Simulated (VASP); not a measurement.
Ni, 2 atoms in the cell. Symmetry: Fm-3m, No. 225, cubic system. Conventional cell: a = 3.450 Å, b = 3.450 Å, c = 3.450 Å, α = 90.00°, β = 90.00°, γ = 90.00°. Ni (site symmetry m-3m) has 12 Ni at 2.44 Å within 3.2 Å. 

| Item | Value |
| --- | --- |
| Program | VASP 6.6.1 |
| Task | single point |
| Functional | PBE |
| Potentials or basis | VASP PAW PBE potentials, release 64 (Ni) |
| Cutoff | 520 eV |
| k mesh | 13 × 13 × 13 |
| Occupations | fermi-dirac, width 0.05 eV |
| Spin | collinear spin, ferromagnetic start |
| Starting moments | [2.0, 2.0] μB |
| Dipole correction | no |
| Further INCAR settings | ALGO = Normal; EDIFF = 1e-07; NBANDS = 21 |

Potentials or basis: VASP PAW PBE potentials, release 64 (Ni).

The run is started by

```console
$ cat potpaw_PBE.64/Ni/POTCAR > POTCAR
$ mpirun -np 1 vasp_std > vasp.out
```

Hardware: 1 thread of Intel(R) Xeon(R) 6975P-C (Granite Rapids), with other jobs on the host.

Problem. Estimate the wall time of this run.

Solution. Wall time 2.4 min on 1 thread of Intel(R) Xeon(R) 6975P-C (Granite Rapids), with other jobs on the host, peak memory 0.3 GiB. Counts: scf iterations 16, k points 231.
